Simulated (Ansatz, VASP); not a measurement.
# One calculation of HfO2, two programs

```
Hf O
1.0
     3.84203    0.00000    0.00000
     0.00000    3.84203    0.00000
     0.00000    0.00000    5.05343
Hf O
2 4
Cartesian
  0.0000 0.0000 0.0000
  1.9210 1.9210 2.5267
  0.0000 1.9210 1.5913
  1.9210 0.0000 0.9354
  1.9210 3.8420 3.4621
  0.0000 1.9210 4.1181
```

Alike in both runs: task single point; functional PBEsol; k mesh 6 × 6 × 6; occupations gaussian, width 0.02 eV; no spin polarisation.

|  | VASP | Ansatz |
| --- | --- | --- |
| version | VASP 6.6.1 | Ansatz 0.2.0 |
| potentials or method | VASP PAW PBE potentials, release 64 (Hf_pv, O), cutoff 600 eV | scalar-relativistic, plane waves, PAW |
| valence electrons in the cell | 44 | 76 |

|  | VASP | Ansatz | Ansatz less VASP |
| --- | --- | --- | --- |
| gap on the k mesh at the Fermi level (eV) | 3.06 | 3.11 | +0.045 |
| least direct gap on the mesh (eV) | 3.10 | 3.14 | +0.044 |
| pressure (GPa) | -26.2 | -23.5 | +2.65 |
| rms of the force components (eV/Å) | 0.019 | 0.000 | -0.0193 |

VASP's potentials were made for PBE, not for PBEsol, and Ansatz warns of the same on its side. VASP's potentials hold 44 valence electrons a cell and Ansatz's 76, so a difference there can come from the potentials and not from the codes.

Neither program's run includes spin-orbit coupling.
